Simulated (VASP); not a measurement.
Set up this calculation in VASP 6.6.1, as the native input.

| Property | Result |
| --- | --- |
| Task | single point |
| Functional | PBE |
| Potentials or basis | VASP PAW PBE potentials, release 64 (Mg, Re) |
| Cutoff | 520 eV |
| k mesh | 10 × 10 × 10 |
| Occupations | gaussian, width 0.1 eV |
| Spin | no spin polarisation |
| Dipole correction | no |
| Further INCAR settings | ALGO = Normal; EDIFF = 1e-07; NBANDS = 17 |

The structure of MgRe lies in POSCAR:

```
MgRe
1.0
    0.0000000000      3.1476433915      3.1476433915
    3.1476433915      0.0000000000      3.1476433915
    3.1476433915      3.1476433915      0.0000000000
Mg Re
2 2
Direct
    0.2500000000      0.2500000000      0.2500000000
    0.0000000000      0.0000000000      0.0000000000
    0.5000000000      0.5000000000      0.5000000000
    0.7500000000      0.7500000000      0.7500000000
```

These files were run (other wordings do the same):

INCAR

```
PREC     = Accurate       # precision mode
ENCUT    = 520            # plane-wave cutoff, eV
EDIFF    = 1E-7           # SCF threshold, eV
ISMEAR   = 0              # smearing method
SIGMA    = 0.1            # smearing width, eV
LREAL    = F              # projectors in reciprocal space
LASPH    = T              # aspherical terms in the spheres
NELM     = 100            # most SCF steps
ALGO     = Normal         # electronic algorithm
ISIF     = 2              # what is computed and relaxed
LWAVE    = F              # write WAVECAR
LCHARG   = T              # write CHGCAR
GGA      = PE             # functional
LELF     = T              # ELF
LVHAR    = T            
NBANDS   = 17             # bands
```

KPOINTS

```
regular mesh
0
Gamma
  10 10 10
```

Potentials or basis: VASP PAW PBE potentials, release 64 (Mg, Re).

Run with:

```sh
$ cat potpaw_PBE.64/Mg/POTCAR potpaw_PBE.64/Re/POTCAR > POTCAR
$ mpirun -np 1 vasp_std > vasp.out
```

Results of the run:

The pressure is -0.5 GPa. The band gap on the k mesh is zero (bands 9 and 10 overlap by 0.80 eV).

Caveat: spin-orbit coupling is left out, which moves the levels of the heavy elements.

Wall time 75 s on 1 thread of Intel(R) Xeon(R) Platinum 8259CL CPU @ 2.50GHz (Skylake/Cascade Lake) (shared host), peak memory 0.23 GiB.
